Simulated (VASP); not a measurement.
# SiNiGe4 (F-43m) in VASP: further runs

Runs on SiNiGe4. Level: PBE. Tasks: single point, relaxation of cell and atoms.

All numbers are computed with VASP 6.6.1; they aren't measurements. Logs are shortened: lines on timing, memory, paths and dates and some standing lists are left out, and cuts for length are marked.

## 1. The cell of the first run

It takes space group F-43m (No. 216, cubic). Conventional cell: a = 7.626 Å, b = 7.626 Å, c = 7.626 Å, α = 90.00°, β = 90.00°, γ = 90.00°. Si (site symmetry -43m) has 12 Ge at 3.16 Å and 4 Ni at 3.30 Å within 4.2 Å. Ni (site symmetry -43m) has 12 Ge at 3.16 Å and 4 Si at 3.30 Å within 4.2 Å. Within 3.6 Å of Ge (site symmetry 3m) lie 6 Ge at 2.69 to 2.70 Å and 3 Ni at 3.16 Å and 3 Si at 3.16 Å.

The cell was built from a structure type or drawn by symmetry, and may not be a known phase.

## 2. Single point, PBE

File INCAR:

```
SYSTEM = SiNiGe4
PREC = Accurate ; ENCUT = 520
EDIFF = 1E-6 ; ISMEAR = 0
SIGMA = 0.1 ; LREAL = .False.
LASPH = .True. ; NELM = 80
ALGO = Normal ; ISIF = 2
LWAVE = .False. ; LCHARG = .False.
GGA = PE ; NBANDS = 44
```

File KPOINTS:

```
regular mesh
0
Gamma
  8 8 8
  0 0 0
```

File POSCAR:

```
SiNiGe4
1.0
    0.0000000000      3.8128573469      3.8128573469
    3.8128573469      0.0000000000      3.8128573469
    3.8128573469      3.8128573469      0.0000000000
Si Ni Ge
1 1 4
Direct
    0.0000000000      0.0000000000      0.0000000000
    0.7500000000      0.7500000000      0.7500000000
    0.3750923232      0.3750923232      0.8747230305
    0.8747230305      0.3750923232      0.3750923232
    0.3750923232      0.3750923232      0.3750923232
    0.3750923232      0.8747230305      0.3750923232
```

Potentials or basis: VASP PAW PBE potentials, release 64 (Si, Ni, Ge_d).

Run with:

```bash
$ cat potpaw_PBE.64/Si/POTCAR potpaw_PBE.64/Ni/POTCAR potpaw_PBE.64/Ge_d/POTCAR > POTCAR
$ mpirun -np 1 vasp_std > vasp.out
```

OUTCAR:

```text
SYSTEM = SiNiGe4
   PREC = Accurate
   ENCUT = 520
   EDIFF = 1E-6
   ISMEAR = 0
   LREAL = .False.
   LASPH = .True.
   NELM = 80
   ISIF = 2
   GGA = PE

 ion  position               nearest neighbor table
   1  0.000  0.000  0.000-
   2  0.750  0.750  0.750-
   3  0.375  0.375  0.875-   4 2.69   5 2.69   6 2.69   5 2.70   6 2.70   4 2.70
   4  0.875  0.375  0.375-   3 2.69   5 2.69   6 2.69   5 2.70   3 2.70   6 2.70
   5  0.375  0.375  0.375-   3 2.69   4 2.69   6 2.69   3 2.70   6 2.70   4 2.70
   6  0.375  0.875  0.375-   3 2.69   4 2.69   5 2.69   3 2.70   5 2.70   4 2.70

  LATTYP: Found a face centered cubic cell.
 ALAT       =     7.6257146938

  Lattice vectors:

 A1 = (   0.0000000000,   3.8128573469,   3.8128573469)
 A2 = (   3.8128573469,   0.0000000000,   3.8128573469)
 A3 = (   3.8128573469,   3.8128573469,   0.0000000000)

Analysis of symmetry for initial positions (statically):
=====================================================================
 Subroutine PRICEL returns:
 Original cell was already a primitive cell.

 Routine SETGRP: Setting up the symmetry group for a
 face centered cubic supercell.

 Subroutine GETGRP returns: Found 24 space group operations
 (whereof 24 operations were pure point group operations)
 out of a pool of 48 trial point group operations.

The static configuration has the point symmetry T_d .

Analysis of symmetry for dynamics (positions and initial velocities):
=====================================================================
 Subroutine PRICEL returns:
 Original cell was already a primitive cell.

 Routine SETGRP: Setting up the symmetry group for a
 face centered cubic supercell.

 Subroutine GETGRP returns: Found 24 space group operations
 (whereof 24 operations were pure point group operations)
 out of a pool of 48 trial point group operations.

The dynamic configuration has the point symmetry T_d .

 Subroutine INISYM returns: Found 24 space group operations
 (whereof 24 operations are pure point group operations),
 and found     1 'primitive' translations

----------------------------------------------------------------------------------------

                                     Primitive cell

  volume of cell :     110.8617

  direct lattice vectors                    reciprocal lattice vectors
     0.000000000  3.812857347  3.812857347    -0.131135250  0.131135250  0.131135250
[... 97 lines left out ...]
   NSW    =      0    number of steps for IOM
   IBRION =     -1    ionic relax: 0-MD 1-quasi-New 2-CG
   NFREE  =      0    steps in history (QN), initial steepest desc. (CG)
   ISIF   =      2    stress and relaxation
   ISYM   =      2    0-nonsym 1-usesym 2-fastsym
   POTIM  = 0.5000    time-step for ionic-motion
   TEBEG  =    0.0;   TEEND  =   0.0 temperature during run
   PSTRESS=    0.0 pullay stress
   NELECT =      70.0000    total number of electrons
   NUPDOWN=      -1.0000    fix difference up-down
   EMIN   =  10.00;   EMAX   =-10.00  energy-range for DOS
   EFERMI =   0.00;   METHOD = LEGACY
   ISMEAR =     0;   SIGMA  =   0.10  broadening in eV -4-tet -1-fermi 0-gaus
   EFERMI_NEDOS =   21; number of points for ismear=-14 and -15
   IALGO  =     38    algorithm
   IMIX   =      4    mixing-type and parameters
     AMIX     =   0.40;   BMIX     =  1.00
     AMIX_MAG =   1.60;   BMIX_MAG =  1.00
  volume/ion in A,a.u.               =      18.48       124.69
  Fermi-wavevector in a.u.,A,eV,Ry     =   1.404474  2.654071 26.838124  1.972546
  Thomas-Fermi vector in A             =   2.527032
   LORBIT       =      0    0 simple, 1 ext, 2 COOP (PROOUT), +10 PAW based schemes
   GGA     = PE    functional components
   LHFCALC =     F    Hartree Fock is set to
   AEXX    =    0.0000 exact exchange contribution
   IVDW    =     0    specifies the selected vdW correction
   LEPSILON=     F    determine dielectric tensor
   LRPA    =     F    only Hartree local field effects (RPA)
 non-spin polarized calculation
 Gauss-broadening in eV      SIGMA  =   0.10
  energy-cutoff  :      520.00
  volume of cell :      110.86
 maximum number of plane-waves:      3002
   NGX = 21   NGY = 21   NGZ = 21

 number of electron      69.9999980 magnetization

 Free energy of the ion-electron system (eV)
  ---------------------------------------------------
  ext. energy  EPLUGINS =         0.00000000
  ---------------------------------------------------
  free energy    TOTEN  =       -24.82820812 eV

  energy without entropy =      -24.80401421  energy(sigma->0) =      -24.81611117

 E-fermi :   6.6160     XC(G=0): -11.0006

 val. band max:        6.6132417395   @ k =   0.0000   0.0000   0.0000
 cond. band min:       6.6311775268   @ k =   0.5000   0.1250   0.0000
 fundamental gap:      0.0179357873
 Fermi energy:         6.6160226432

 k-point     1 :       0.0000    0.0000    0.0000
  band No.  band energies     occupation
      1     -18.3824      2.00000
      2     -18.3090      2.00000
      3     -18.3090      2.00000
      4     -18.3090      2.00000
      5     -18.3060      2.00000
      6     -18.3060      2.00000
[... 1117 lines left out ...]
     43      10.8641      0.00000
     44      11.7941      0.00000

 [... further k-points ...]

------------------------ aborting loop because EDIFF is reached ----------------------------------------

  FORCE on cell =-STRESS in cart. coord.  units (eV):
  Direction    XX          YY          ZZ          XY          YZ          ZX
  --------------------------------------------------------------------------------------
  -------------------------------------------------------------------------------------
  Total        0.0107936      0.0107936      0.0107936      0.0000000      0.0000000      0.0000000
  in kB        0.1559893      0.1559893      0.1559893      0.0000000      0.0000000      0.0000000
  external PRESSURE =       0.1559893 kB  Pullay stress =       0.0000000 kB

 VOLUME and BASIS-vectors are now :
 -----------------------------------------------------------------------------
  energy-cutoff  :      520.00
  volume of cell :      110.86
      direct lattice vectors                 reciprocal lattice vectors
     0.000000000  3.812857347  3.812857347    -0.131135250  0.131135250  0.131135250
     3.812857347  0.000000000  3.812857347     0.131135250 -0.131135250  0.131135250
     3.812857347  3.812857347  0.000000000     0.131135250  0.131135250 -0.131135250

 POSITION                                       TOTAL-FORCE (eV/Angst)
 -----------------------------------------------------------------------------------
      0.00000      0.00000      0.00000        -0.000000      0.000000      0.000000
      5.71929      5.71929      5.71929        -0.000000      0.000000      0.000000
      4.76537      4.76537      2.86035        -0.001709     -0.001709      0.001709
      2.86035      4.76537      4.76537         0.001709     -0.001709     -0.001709
      2.86035      2.86035      2.86035         0.001709      0.001709      0.001709
      4.76537      2.86035      4.76537        -0.001709      0.001709     -0.001709
 -----------------------------------------------------------------------------------
    total drift:                               -0.000000     -0.000000      0.000001

  FREE ENERGIE OF THE ION-ELECTRON SYSTEM (eV)
  ---------------------------------------------------
  free  energy   TOTEN  =       -24.8282081247 eV

  energy  without entropy=      -24.8040142105  energy(sigma->0) =      -24.81611117
```

OSZICAR:

```text
N       E                     dE             d eps       ncg     rms          rms(c)
DAV:   1     0.675098374561E+03    0.67510E+03   -0.32402E+04  3000   0.413E+03
DAV:   2     0.999823786475E+02   -0.57512E+03   -0.55889E+03  2552   0.903E+02
DAV:   3    -0.172091439324E+02   -0.11719E+03   -0.11415E+03  2640   0.225E+02
DAV:   4    -0.259713940839E+02   -0.87623E+01   -0.85013E+01  2984   0.672E+01
DAV:   5    -0.262363361115E+02   -0.26494E+00   -0.26326E+00  2848   0.121E+01    0.172E+01
DAV:   6    -0.457784580701E+02   -0.19542E+02   -0.15336E+02  3016   0.872E+01    0.441E+01
DAV:   7    -0.297936754653E+02    0.15985E+02   -0.25847E+01  2708   0.393E+01    0.156E+01
DAV:   8    -0.253255421170E+02    0.44681E+01   -0.62136E+00  2872   0.258E+01    0.729E+00
DAV:   9    -0.251497271880E+02    0.17581E+00   -0.47992E+00  3140   0.157E+01    0.844E+00
DAV:  10    -0.248440553261E+02    0.30567E+00   -0.24111E+00  3024   0.787E+00    0.165E+00
DAV:  11    -0.248321181385E+02    0.11937E-01   -0.62637E-02  2848   0.175E+00    0.783E-01
DAV:  12    -0.248297164419E+02    0.24017E-02   -0.56949E-03  3152   0.446E-01    0.485E-01
DAV:  13    -0.248289500920E+02    0.76635E-03   -0.12024E-02  3028   0.623E-01    0.346E-01
DAV:  14    -0.248282468110E+02    0.70328E-03   -0.19041E-03  2980   0.275E-01    0.880E-02
DAV:  15    -0.248282091455E+02    0.37665E-04   -0.11943E-04  2736   0.635E-02    0.222E-02
DAV:  16    -0.248282099822E+02   -0.83665E-06   -0.11148E-05  2232   0.217E-02    0.175E-02
DAV:  17    -0.248282089701E+02    0.10121E-05   -0.14393E-05  2100   0.236E-02    0.111E-02
DAV:  18    -0.248282081247E+02    0.84537E-06   -0.32854E-06  1900   0.129E-02
   1 F= -.24828208E+02 E0= -.24816111E+02  d E =-.241939E-01
```

stdout:

```text
POSCAR found type information on POSCAR SiNiGe
 POSCAR found :  3 types and       6 ions
 scaLAPACK will be used
 LDA part: xc-table for (Slater+PW92), standard interpolation
 POSCAR, INCAR and KPOINTS ok, starting setup
 FFT: planning ... GRIDC
 FFT: planning ... GRID_SOFT
 FFT: planning ... GRID
 WAVECAR not read
 entering main loop
```

It took 98 s on 1 thread of Intel Xeon 6975P-C (Granite Rapids), shared host; peak memory 0.3 GiB.

What came out:

| Quantity | Value |
| --- | --- |
| Free energy | -24.8282 eV |
| Pressure | 0.0 GPa |
| Band gap on the k mesh | zero (bands 35 and 36 overlap by 1.10 eV) |

Forces in eV/Å, atoms in the order of the input:
```
Si   0.000  0.000  0.000
Ni   0.000  0.000  0.000
Ge  -0.002 -0.002  0.002
Ge   0.002 -0.002 -0.002
Ge   0.002  0.002  0.002
Ge  -0.002  0.002 -0.002
```

Spin polarisation is off, so any magnetic state and its effect on volume and gap are missing.

## 3. Single point, PBE, collinear spin, ferromagnetic start

File INCAR:

```
SYSTEM = SiNiGe4
ALGO = Normal
EDIFF = 1E-6
ENCUT = 520
GGA = PE
ISIF = 2
ISMEAR = 0
ISPIN = 2
LASPH = .TRUE.
LCHARG = .TRUE.
LELF = .TRUE.
LMAXMIX = 4
LORBIT = 11
LREAL = .FALSE.
LVHAR = .TRUE.
LWAVE = .FALSE.
MAGMOM = 0 2 0 0 0 0
NBANDS = 48
NELM = 150
PREC = Accurate
SIGMA = 0.1
```

File KPOINTS:

```
k-points
0
G
  4 4 4
  0 0 0
```

File POSCAR:

```
SiNiGe4
1.0
    0.0000000000      3.8136524057      3.8136524057
    3.8136524057      0.0000000000      3.8136524057
    3.8136524057      3.8136524057      0.0000000000
Si Ni Ge
1 1 4
Direct
    0.0000000000      0.0000000000      0.0000000000
    0.2500000000      0.2500000000      0.2500000000
    0.1255204229      0.6248265257      0.6248265257
    0.6248265257      0.1255204229      0.6248265257
    0.6248265257      0.6248265257      0.1255204229
    0.6248265257      0.6248265257      0.6248265257
```

Potentials or basis: VASP PAW PBE potentials, release 64 (Si, Ni, Ge_d).

Run with:

```bash
$ cat potpaw_PBE.64/Si/POTCAR potpaw_PBE.64/Ni/POTCAR potpaw_PBE.64/Ge_d/POTCAR > POTCAR
$ mpirun -np 1 vasp_std > vasp.out
```

OUTCAR:

```text
SYSTEM = SiNiGe4
   EDIFF = 1E-6
   ENCUT = 520
   GGA = PE
   ISIF = 2
   ISMEAR = 0
   ISPIN = 2
   LASPH = .TRUE.
   LORBIT = 11
   LREAL = .FALSE.
   NELM = 150
   PREC = Accurate

 ion  position               nearest neighbor table
   1  0.000  0.000  0.000-
   2  0.250  0.250  0.250-
   3  0.126  0.625  0.625-   4 2.69   5 2.69   6 2.69   4 2.70   5 2.70   6 2.70
   4  0.625  0.126  0.625-   3 2.69   5 2.69   6 2.69   3 2.70   5 2.70   6 2.70
   5  0.625  0.625  0.126-   3 2.69   4 2.69   6 2.69   4 2.70   3 2.70   6 2.70
   6  0.625  0.625  0.625-   3 2.69   4 2.69   5 2.69   3 2.70   4 2.70   5 2.70

  LATTYP: Found a face centered cubic cell.
 ALAT       =     7.6273048114

  Lattice vectors:

 A1 = (   0.0000000000,   3.8136524057,   3.8136524057)
 A2 = (   3.8136524057,   0.0000000000,   3.8136524057)
[... 1017 lines left out ...]
      0.00000      0.00000      0.00000         0.000000      0.000000      0.000000
      1.90683      1.90683      1.90683         0.000000      0.000000      0.000000
      4.76574      2.86156      2.86156        -0.006680      0.006680      0.006680
      2.86156      4.76574      2.86156         0.006680     -0.006680      0.006680
      2.86156      2.86156      4.76574         0.006680      0.006680     -0.006680
      4.76574      4.76574      4.76574        -0.006680     -0.006680     -0.006680
 -----------------------------------------------------------------------------------
    total drift:                               -0.000000     -0.000000     -0.000001

  FREE ENERGIE OF THE ION-ELECTRON SYSTEM (eV)
  ---------------------------------------------------
  free  energy   TOTEN  =       -24.6150437789 eV

  energy  without entropy=      -24.5906930129  energy(sigma->0) =      -24.60286840

 total charge

# of ion       s       p       d       tot
------------------------------------------
    1        0.939   0.563   0.000   1.501
    2        0.281   0.149   8.436   8.866
    3        1.256   0.961  10.046  12.263
    4        1.256   0.961  10.046  12.263
    5        1.256   0.961  10.046  12.263
    6        1.256   0.961  10.046  12.263
--------------------------------------------------
tot          6.242   4.557  48.620  59.420

 magnetization (x)

# of ion       s       p       d       tot
------------------------------------------
    1        0.000  -0.000   0.000   0.000
    2        0.000  -0.000   0.008   0.008
    3       -0.000   0.000  -0.000   0.000
    4       -0.000   0.000  -0.000   0.000
    5       -0.000   0.000  -0.000   0.000
    6       -0.000   0.000  -0.000   0.000
--------------------------------------------------
tot         -0.000   0.001   0.008   0.009
```

OSZICAR:

```text
N       E                     dE             d eps       ncg     rms          rms(c)
DAV:   1     0.728010021648E+03    0.72801E+03   -0.30943E+04  1952   0.377E+03
DAV:   2     0.117098842182E+03   -0.61091E+03   -0.58207E+03  1536   0.979E+02
[... 22 lines left out ...]
DAV:  25    -0.246149179388E+02   -0.43629E-03   -0.11107E-03  1696   0.168E-01    0.117E-01
DAV:  26    -0.246149414285E+02   -0.23490E-04   -0.23894E-04  1568   0.829E-02    0.719E-02
DAV:  27    -0.246150632232E+02   -0.12179E-03   -0.37541E-04  1496   0.863E-02    0.803E-02
DAV:  28    -0.246150795083E+02   -0.16285E-04   -0.51016E-05  1632   0.263E-02    0.798E-02
DAV:  29    -0.246150547242E+02    0.24784E-04   -0.42944E-05  1456   0.358E-02    0.392E-02
DAV:  30    -0.246150436750E+02    0.11049E-04   -0.15461E-05  1312   0.181E-02    0.312E-02
DAV:  31    -0.246150437789E+02   -0.10386E-06   -0.14815E-06   968   0.665E-03
   1 F= -.24615044E+02 E0= -.24602868E+02  d E =-.243508E-01  mag=     0.0082
```

Wall time 2.1 min (1 thread of Intel Xeon 6975P-C (Granite Rapids), shared host); peak memory 0.32 GiB.

Results:

```yaml
Free_energy: -24.6150 eV
Pressure: 0.1 GPa
Largest_force: 0.012 eV/Å
Band_gap_on_the_k_mesh: zero (filled and empty bands overlap)
Net_moment: 0.01 μB per cell
Valence_electrons_inside_the_program's_atomic_spheres: Si 1.50; Ni 8.87; Ge 12.26
```

Forces on the atoms (eV/Å):
```
Si   0.000  0.000  0.000
Ni   0.000  0.000  0.000
Ge  -0.007  0.007  0.007
Ge   0.007 -0.007  0.007
Ge   0.007  0.007 -0.007
Ge  -0.007 -0.007 -0.007
```

Levels at points of the mesh, in eV from the Fermi level:
Spin up:
| k point | band 32 | band 33 | band 34 | band 35 | band 36 | band 37 |
| --- | --- | --- | --- | --- | --- | --- |
| (0.00, 0.00, 0.00) | -0.80 | -0.80 | -0.80 | -0.13 | -0.13 | -0.13 |
| (0.50, 0.00, 0.00) | -0.92 | -0.92 | -0.55 | 0.25 | 0.25 | 0.36 |
| (0.50, 0.50, 0.00) | -0.90 | -0.47 | -0.47 | 0.54 | 0.57 | 0.67 |
Spin down:
| k point | band 30 | band 31 | band 32 | band 33 | band 34 | band 35 | band 36 | band 37 | band 38 | band 39 |
| --- | --- | --- | --- | --- | --- | --- | --- | --- | --- | --- |
| (0.00, 0.00, 0.00) | -2.56 | -2.56 | -0.79 | -0.79 | -0.79 | -0.13 | -0.13 | -0.13 | -0.07 | -0.07 |
| (0.50, 0.00, 0.00) | -1.60 | -1.01 | -0.91 | -0.91 | -0.55 | 0.25 | 0.25 | 0.36 | 0.69 | 0.69 |
| (0.50, 0.50, 0.00) | -1.36 | -1.19 | -0.89 | -0.47 | -0.47 | 0.54 | 0.57 | 0.67 | 0.67 | 1.72 |

## 4. Relaxation of cell and atoms, PBE

File INCAR:

```
SYSTEM = SiNiGe4
PREC = Accurate ; ENCUT = 600
EDIFF = 1E-7 ; ISMEAR = 0
SIGMA = 0.1 ; LREAL = .False.
LASPH = .True. ; NELM = 80
ALGO = Normal ; ISIF = 3
LWAVE = .False. ; LCHARG = .False.
GGA = PE ; IBRION = 2
NSW = 100 ; EDIFFG = -0.01
```

File KPOINTS:

```
Automatic mesh
0
Gamma
  8 8 8
  0 0 0
```

File POSCAR:

```
SiNiGe4
1.0
    0.0000000000      3.8136524057      3.8136524057
    3.8136524057      0.0000000000      3.8136524057
    3.8136524057      3.8136524057      0.0000000000
Si Ni Ge
1 1 4
Direct
    0.0000000000      0.0000000000      0.0000000000
    0.7500000000      0.7500000000      0.7500000000
    0.3751734743      0.3751734743      0.8744795771
    0.8744795771      0.3751734743      0.3751734743
    0.3751734743      0.3751734743      0.3751734743
    0.3751734743      0.8744795771      0.3751734743
```

Run with:

```bash
$ cat potpaw_PBE.64/Si/POTCAR potpaw_PBE.64/Ni/POTCAR potpaw_PBE.64/Ge_d/POTCAR > POTCAR
$ mpirun -np 1 vasp_std > vasp.out
```

Wall time 3.9 min (1 thread of Intel Xeon 6975P-C (Granite Rapids), shared host); peak memory 0.42 GiB.

Results (log left out):

| Property | Result |
| --- | --- |
| Free energy | -24.8283 eV |
| Relaxed volume | 18.50 Å³/atom |
| Relaxed cell | a = 5.394 Å, b = 5.394 Å, c = 5.394 Å, α = 60.00°, β = 60.00°, γ = 60.00° |
| Space group after relaxing (to 0.1 Å) | F-43m (No. 216) |
| Energy gained by relaxing | 0.0 meV/atom |
| Ionic steps | 2 |
| Pressure after relaxing | 0.0 GPa |
| Band gap on the k mesh | zero (bands 35 and 36 overlap by 1.10 eV) |

Final structure:
```yaml
crystal:
  lattice:
    - [0.00000, 3.81410, 3.81410]
    - [3.81410, 0.00000, 3.81410]
    - [3.81410, 3.81410, 0.00000]
  atoms:
    - { symbol: Si, position: [0.00000, 0.00000, 0.00000] }
    - { symbol: Ni, position: [0.75000, 0.75000, 0.75000] }
    - { symbol: Ge, position: [0.37511, 0.37511, 0.87468] }
    - { symbol: Ge, position: [0.87468, 0.37511, 0.37511] }
    - { symbol: Ge, position: [0.37511, 0.37511, 0.37511] }
    - { symbol: Ge, position: [0.37511, 0.87468, 0.37511] }
```

Levels at points of the mesh, in eV from the Fermi level:
```
           k point  band 33  band 34  band 35  band 36  band 37  band 38
(0.00, 0.00, 0.00)    -0.66    -0.66     0.00     0.00     0.00     0.08
(0.50, 0.00, 0.00)    -0.78    -0.38     0.44     0.44     0.57     0.88
(0.50, 0.50, 0.00)    -0.30    -0.30     0.75     0.78     0.90     0.90
```

Spin polarisation is off, so any magnetic state and its effect on volume and gap are missing.

(Continued in part 2 of 2.)
